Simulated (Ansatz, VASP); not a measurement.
**TaN in VASP and in Ansatz**

File INCAR:

```
ALGO = Normal
EDIFF = 1E-6
ENCUT = 1330
GGA = CA
GGA_COMPAT = F
ISIF = 2
ISMEAR = 0
LASPH = T
LCHARG = F
LREAL = F
LWAVE = F
NBANDS = 16
NELM = 120
PREC = Accurate
SIGMA = 0.15
```

File KPOINTS:

```
k-points
0
Gamma
  18 18 18
```

File POSCAR:

```
TaN
1.0
    0.0000000000      2.1918784864      2.1918784864
    2.1918784864      0.0000000000      2.1918784864
    2.1918784864      2.1918784864      0.0000000000
Ta N
1 1
Direct
    0.5000000000      0.5000000000      0.5000000000
    0.0000000000      0.0000000000      0.0000000000
```

Input for Ansatz:

```yaml
crystal:
  lattice:
    - [0.0, 2.1918784864, 2.1918784864]
    - [2.1918784864, 0.0, 2.1918784864]
    - [2.1918784864, 2.1918784864, 0.0]
  atoms:
    - { symbol: Ta, position: [0.5, 0.5, 0.5] }
    - { symbol: "N", position: [0.0, 0.0, 0.0] }
basis:
  ecutwfc: 520.0
kpoints:
  mp_grid: { grid: [18, 18, 18] }
hamiltonian:
  xc: lda
  pseudopotentials: { kind: paw, azcp: { folder: soft_1 } }
scf:
  occupations: { method: gaussian, width: 0.15 }
output:
  forces: true
  stress: true
  eigenvalues: true
  write_density: true
  write_potential: true
  elf: true
  volumetric_format: npy
```

Change from the starting cell: mode 4 frozen in at +0.000 Å, equal normal strain along x, y and z +0.0083.

Alike in both runs: task single point; functional LDA; k mesh 18 × 18 × 18; occupations gaussian, width 0.15 eV; no spin polarisation.

```csv
,VASP,Ansatz
version,VASP 6.6.1,Ansatz 0.2.0
potentials or method,"VASP PAW LDA potentials, release 64 (Ta_sv_GW, N_h), cutoff 1330 eV","scalar-relativistic, plane waves, PAW"
valence electrons in the cell,18,18
```

Ansatz gave:

- gap on the k mesh at the Fermi level (eV): none
- pressure (GPa): -8.9

Q: Which values does VASP return?

A: gap on the k mesh at the Fermi level (eV): none; pressure (GPa): -7.6.

Ansatz warns that its potentials were made for another functional, while VASP's fit it. LDA's correlation is that of Perdew and Zunger in VASP and of Perdew and Wang (1992) in Ansatz. A gap of «none» marks a metal or a gap that the smearing closes.

Spin-orbit coupling is off throughout.
